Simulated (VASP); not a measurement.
# Ga (C2/c) in VASP: notebook, part 2 of 2

VASP 6.6.1.

### 4 Single point, PBE

INCAR reads:

```
SYSTEM = Ga
PREC = Accurate
ENCUT = 520
EDIFF = 1E-7
ISMEAR = 0
SIGMA = 0.016
LREAL = .False.
LASPH = .True.
NELM = 80
ALGO = Fast
ISIF = 2
LWAVE = .False.
LCHARG = .True.
GGA = PE
LELF = .True.
LVHAR = .True.
NBANDS = 20
```

KPOINTS reads:

```
regular mesh
0
Gamma
  10 10 8
  0 0 0
```

POSCAR reads:

```
Ga
1.0
    1.3830000000     -4.0265000000      0.0000000000
    1.3830000000      4.0265000000      0.0000000000
   -0.1174474948      0.0000000000      3.3299294416
Ga
2
Direct
    0.1310000000      0.8690000000      0.7500000000
    0.8690000000      0.1310000000      0.2500000000
```

Run with:

```bash
$ cat potpaw_PBE.64/Ga_d/POTCAR > POTCAR
$ mpirun -np 1 vasp_std > vasp.out
```

Run time: 3.4 min. Hardware: 1 thread of Intel Xeon Platinum 8488C (Sapphire Rapids), shared host; peak memory 0.26 GiB.

It converged, with:

| Property | Result |
| --- | --- |
| Free energy | -5.7697 eV |
| Pressure | 1.5 GPa |
| Largest force | 0.218 eV/Å |
| Band gap on the k mesh | zero (bands 13 and 14 overlap by 8.39 eV) |

Forces in eV/Å, atoms in the order of the input:
```
Ga   0.000 -0.218  0.000
Ga   0.000  0.218  0.000
```

Stress tensor (GPa, compression positive):
```
2.50 0.00 0.46
0.00 1.70 0.00
0.46 0.00 0.28
```

Levels at points of the mesh, in eV from the Fermi level:
| k point | band 10 | band 11 | band 12 | band 13 | band 14 | band 15 | band 16 | band 17 |
| --- | --- | --- | --- | --- | --- | --- | --- | --- |
| (0.00, 0.00, 0.00) | -14.64 | -11.23 | -2.09 | -1.62 | 1.64 | 5.44 | 9.70 | 10.19 |
| (0.50, 0.00, 0.00) | -14.65 | -6.05 | -5.02 | -1.34 | 0.01 | 5.78 | 6.59 | 8.45 |
| (0.50, 0.50, 0.00) | -14.70 | -9.10 | -8.60 | 4.00 | 4.58 | 5.82 | 6.04 | 7.56 |
| (0.00, 0.00, 0.50) | -14.71 | -7.78 | -7.78 | 1.70 | 1.70 | 2.45 | 2.45 | 11.66 |
| (0.50, 0.00, 0.50) | -14.66 | -2.87 | -2.85 | -1.64 | -1.50 | 1.75 | 2.30 | 4.31 |
| (0.50, 0.50, 0.50) | -14.79 | -6.01 | -6.01 | -4.39 | -4.39 | 10.86 | 10.86 | 11.80 |

### 5 Single point, PBE

INCAR reads:

```
  PREC = Accurate
  ENCUT = 520
  EDIFF = 1E-7
  ISMEAR = 0
  SIGMA = 0.017
  LREAL = False
  LASPH = True
  NELM = 100
  ALGO = Fast
  ISIF = 2
  LWAVE = False
  LCHARG = False
  GGA = PE
  NBANDS = 20
```

KPOINTS reads:

```
regular mesh
0
Gamma
  10 10 8
```

POSCAR is that of step 4.

Run with:

```bash
$ cat potpaw_PBE.64/Ga_d/POTCAR > POTCAR
$ mpirun -np 1 vasp_std > vasp.out
```

Wall time 2.9 min (1 thread of Intel Xeon Platinum 8488C (Sapphire Rapids), shared host); peak memory 0.26 GiB.

It converged, with:

* Free energy: -5.7697 eV
* Pressure: 1.5 GPa
* Largest force: 0.218 eV/Å
* Band gap on the k mesh: zero (bands 13 and 14 overlap by 8.39 eV)

Forces in eV/Å, atoms in the order of the input:
```
Ga   0.000 -0.218  0.000
Ga   0.000  0.218  0.000
```

Stress tensor (GPa, compression positive):
```
2.50 0.00 0.46
0.00 1.70 0.00
0.46 0.00 0.28
```

Levels at points of the mesh, in eV from the Fermi level:
```tsv
k point	band 11	band 12	band 13	band 14	band 15	band 16
(0.00, 0.00, 0.00)	-11.23	-2.09	-1.62	1.63	5.44	9.70
(0.50, 0.00, 0.00)	-6.05	-5.02	-1.34	0.01	5.78	6.59
(0.50, 0.50, 0.00)	-9.10	-8.60	4.00	4.58	5.82	6.04
(0.00, 0.00, 0.50)	-7.78	-7.78	1.70	1.70	2.45	2.45
(0.50, 0.00, 0.50)	-2.87	-2.85	-1.64	-1.50	1.75	2.30
(0.50, 0.50, 0.50)	-6.01	-6.01	-4.39	-4.39	10.86	10.86
```

### 6 Single point, PBE

INCAR reads:

```
PREC = Accurate
ENCUT = 520
EDIFF = 1E-7
ISMEAR = 0
SIGMA = 0.018000000000000002
LREAL = F
LASPH = T
NELM = 60
ALGO = Fast
ISIF = 2
LWAVE = F
LCHARG = T
GGA = PE
LELF = T
LVHAR = T
NBANDS = 20
```

KPOINTS reads:

```
Automatic mesh
0
Gamma
  10 10 8
```

POSCAR is that of step 5.

Potentials or basis: VASP PAW PBE potentials, release 64 (Ga_d).

Run with:

```bash
$ cat potpaw_PBE.64/Ga_d/POTCAR > POTCAR
$ mpirun -np 1 vasp_std > vasp.out
```

OUTCAR:

```text
PREC = Accurate
   ENCUT = 520
   EDIFF = 1E-7
   ISMEAR = 0
   LREAL = F
   LASPH = T
   NELM = 60
   ISIF = 2
   GGA = PE

 ion  position               nearest neighbor table
   1  0.131  0.869  0.750-   2 2.69   2 2.69   2 2.86   2 2.86   2 2.92   2 2.92
   2  0.869  0.131  0.250-   1 2.69   1 2.69   1 2.86   1 2.86   1 2.92   1 2.92

  LATTYP: Found a base centered monoclinic cell.
 ALAT       =     2.7660000000
 B/A-ratio  =     2.9114244396
 C/A-ratio  =     1.2046276211
 COS(beta)  =    -0.0352483478

  Lattice vectors:

 A1 = (   1.3830000000,  -4.0265000000,   0.0000000000)
 A2 = (   1.3830000000,   4.0265000000,   0.0000000000)
 A3 = (  -0.1174474948,   0.0000000000,   3.3299294416)

Analysis of symmetry for initial positions (statically):
=====================================================================
 Subroutine PRICEL returns:
 Original cell was already a primitive cell.

 Routine SETGRP: Setting up the symmetry group for a
 base centered monoclinic supercell.

 Subroutine GETGRP returns: Found  4 space group operations
[... 164 lines left out ...]
  free energy    TOTEN  =        -5.76971568 eV

  energy without entropy =       -5.76955595  energy(sigma->0) =       -5.76963582

 E-fermi :   5.6552     XC(G=0): -11.0586

 val. band max:        5.6514972615   @ k =  -0.2000   0.3000   0.3750
 cond. band min:       5.6633358081   @ k =   0.5000  -0.0000   0.0000
 fundamental gap:      0.0118385466
 Fermi energy:         5.6551844598

 k-point     1 :       0.0000    0.0000    0.0000
  band No.  band energies     occupation
      1      -9.5067      2.00000
      2      -9.4971      2.00000
      3      -9.4609      2.00000
      4      -9.4370      2.00000
      5      -9.1634      2.00000
      6      -9.1624      2.00000
[... 541 lines left out ...]
     19      15.2872      0.00000
     20      17.4875      0.00000

 [... further k-points ...]

------------------------ aborting loop because EDIFF is reached ----------------------------------------

  FORCE on cell =-STRESS in cart. coord.  units (eV):
  Direction    XX          YY          ZZ          XY          YZ          ZX
  --------------------------------------------------------------------------------------
  -------------------------------------------------------------------------------------
  Total        0.5780782      0.3934363      0.0640364      0.0000000      0.0000000      0.1078351
  in kB       24.9736653     16.9969147      2.7664494      0.0000000      0.0000000      4.6586034
  external PRESSURE =      14.9123431 kB  Pullay stress =       0.0000000 kB

 VOLUME and BASIS-vectors are now :
 -----------------------------------------------------------------------------
  energy-cutoff  :      520.00
  volume of cell :       37.09
      direct lattice vectors                 reciprocal lattice vectors
     1.383000000 -4.026500000  0.000000000     0.361532899 -0.124177325  0.012751361
     1.383000000  4.026500000  0.000000000     0.361532899  0.124177325  0.012751361
    -0.117447495  0.000000000  3.329929442     0.000000000  0.000000000  0.300306663

 POSITION                                       TOTAL-FORCE (eV/Angst)
 -----------------------------------------------------------------------------------
      1.29491      2.97156      2.49745         0.000000     -0.217601      0.000000
      1.35364     -2.97156      0.83248        -0.000000      0.217601     -0.000000
 -----------------------------------------------------------------------------------
    total drift:                                0.000000      0.000000     -0.000000

  FREE ENERGIE OF THE ION-ELECTRON SYSTEM (eV)
  ---------------------------------------------------
  free  energy   TOTEN  =        -5.7697156836 eV

  energy  without entropy=       -5.7695559503  energy(sigma->0) =       -5.76963582
```

stdout:

```text
POSCAR found type information on POSCAR Ga
 POSCAR found :  1 types and       2 ions
 scaLAPACK will be used
 LDA part: xc-table for (Slater+PW92), standard interpolation
 POSCAR, INCAR and KPOINTS ok, starting setup
 FFT: planning ... GRIDC
 FFT: planning ... GRID_SOFT
 FFT: planning ... GRID
 WAVECAR not read
 entering main loop
WARNING in EDDRMM: call to ZHEGV failed, returncode =   8  4     18
WARNING in EDDRMM: call to ZHEGV failed, returncode =   6  3     16
WARNING in EDDRMM: call to ZHEGV failed, returncode =   6  3     19
 num prob  num prob  num prob  num prob  num prob  num prob  num prob WARNING in EDDRMM: call to ZHEGV failed, returncode =   8  4     19
 num prob  num prob  num prob WARNING in EDDRMM: call to ZHEGV failed, returncode =   6  3     20
```

It took 3.4 min on 1 thread of Intel Xeon Platinum 8488C (Sapphire Rapids), shared host; peak memory 0.26 GiB.

What came out:

| Item | Value |
| --- | --- |
| Free energy | -5.7697 eV |
| Pressure | 1.5 GPa |
| Largest force | 0.218 eV/Å |
| Band gap on the k mesh | zero (bands 13 and 14 overlap by 8.39 eV) |

Forces on the atoms (eV/Å):
```
Ga   0.000 -0.218  0.000
Ga   0.000  0.218  0.000
```

Stress tensor (GPa, compression positive):
```
2.50 0.00 0.47
0.00 1.70 0.00
0.47 0.00 0.28
```

### 7 Summary

```tsv
smearing	further INCAR settings	gap on the mesh (eV)	pressure (GPa)	largest force (eV/Å)
gaussian 0.013 eV	ALGO = Fast; EDIFF = 1e-06; NBANDS = 20	none	1.6	0.22
gaussian 0.015 eV	ALGO = Fast; EDIFF = 1e-06; NBANDS = 20	none	1.6	0.22
gaussian 0.016 eV	ALGO = Fast; EDIFF = 1e-07; NBANDS = 20	none	1.5	0.22
gaussian 0.017 eV	ALGO = Fast; EDIFF = 1e-07; NBANDS = 20	none	1.5	0.22
gaussian 0.018 eV	ALGO = Fast; EDIFF = 1e-07; NBANDS = 20	none	1.5	0.22
```

Alike in all rows: task single point; level PBE; potentials or basis VASP PAW PBE potentials, release 64 (Ga_d); no spin polarisation; cell as given; k mesh 10 × 10 × 8; cutoff (eV) 520.

Total energies depend on the potentials used, so only differences within one code and one set of settings carry meaning.
